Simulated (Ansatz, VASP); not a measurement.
# MoSe2: VASP beside Ansatz

```
Mo Se
1.0
     3.26933    0.00000    0.00000
    -1.63467    2.83132    0.00000
     0.00000    0.00000   13.10920
Mo Se
2 4
Direct
  0.33333 0.66667 0.25000
  0.66667 0.33333 0.75000
  0.33333 0.66667 0.62304
  0.66667 0.33333 0.12304
  0.33333 0.66667 0.87696
  0.66667 0.33333 0.37696
```

Alike in both runs: functional PBEsol; k mesh 12 × 12 × 2; occupations gaussian, width 0.02 eV; no spin polarisation.

Ansatz relaxed the structure, and its values are those at the end. VASP's run is a single point on that final structure, the one shown.

```csv
,VASP,Ansatz
version,VASP 6.6.1,Ansatz 0.2.0
potentials or method,"VASP PAW PBE potentials, release 64 (Mo_sv, Se), cutoff 500 eV","scalar-relativistic, plane waves, PAW"
valence electrons in the cell,52,92
```

|  | VASP | Ansatz | Ansatz less VASP |
| --- | --- | --- | --- |
| gap on the k mesh at the Fermi level (eV) | 0.91 | 0.91 | +0.004 |
| least direct gap on the mesh (eV) | 1.49 | 1.49 | -0.001 |
| pressure (GPa) | 0.4 | 0.0 | -0.34 |
| rms of the force components (eV/Å) | 0.022 | 0.000 | -0.0215 |

VASP's potentials were made for PBE, not for PBEsol. With one functional, cell and mesh, what is left measures potentials, basis and numerics. VASP's potentials hold 52 valence electrons a cell and Ansatz's 92, so a difference there can come from the potentials and not from the codes.
